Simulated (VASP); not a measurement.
# AlV2C: single point with r2SCAN

AlV2C:

```
Al V C
1.0
     2.88349    0.00000    0.00000
    -1.44175    2.49718    0.00000
     0.00000    0.00000   13.11467
Al V C
2 4 2
Direct
  0.33333 0.66667 0.25000
  0.66667 0.33333 0.75000
  0.33333 0.66667 0.58594
  0.66667 0.33333 0.41406
  0.66667 0.33333 0.08594
  0.33333 0.66667 0.91406
  0.00000 0.00000 0.00000
  0.00000 0.00000 0.50000
```

| Item | Value |
| --- | --- |
| Program | VASP 6.6.1 |
| Task | single point |
| Functional | r2SCAN |
| Potentials or basis | VASP PAW PBE potentials, release 64 (Al, V_sv, C) |
| Cutoff | 520 eV |
| k mesh | 12 × 12 × 4 |
| Occupations | gaussian, width 0.1 eV |
| Spin | no spin polarisation |
| Dipole correction | no |
| Further INCAR settings | ALGO = Normal; EDIFF = 1e-07; NBANDS = 43 |

```json
{"Pressure": "0.5 GPa", "Largest force": "0.098 eV/Å", "Band gap on the k mesh": "zero (bands 33 and 34 overlap by 1.79 eV)"}
```

Forces on the atoms (eV/Å):
```
Al   0.000  0.000  0.000
Al   0.000  0.000  0.000
V    0.000  0.000  0.098
V    0.000  0.000 -0.098
V    0.000  0.000  0.098
V    0.000  0.000 -0.098
C    0.000  0.000  0.000
C    0.000  0.000  0.000
```

Levels at points of the mesh, in eV from the Fermi level:
| k point | band 30 | band 31 | band 32 | band 33 | band 34 | band 35 | band 36 | band 37 |
| --- | --- | --- | --- | --- | --- | --- | --- | --- |
| (0.00, 0.00, 0.00) | -0.65 | -0.21 | -0.21 | -0.19 | -0.19 | 0.57 | 0.57 | 0.60 |
| (0.50, 0.00, 0.00) | -2.53 | -1.72 | -1.71 | 0.74 | 1.05 | 1.17 | 1.19 | 1.88 |
| (0.00, 0.00, 0.50) | -0.80 | -0.20 | -0.20 | -0.20 | -0.20 | 0.58 | 0.58 | 0.58 |
| (0.50, 0.00, 0.50) | -2.55 | -1.71 | -1.71 | 0.98 | 0.98 | 1.12 | 1.12 | 1.94 |

Run time: 9.6 min on 1 thread of AMD EPYC 9R45 96-Core Processor (Zen 5), on a shared host, peak memory 0.33 GiB.

Caveat: the PAW data sets were made with another functional, which shifts forces and pressure a little.
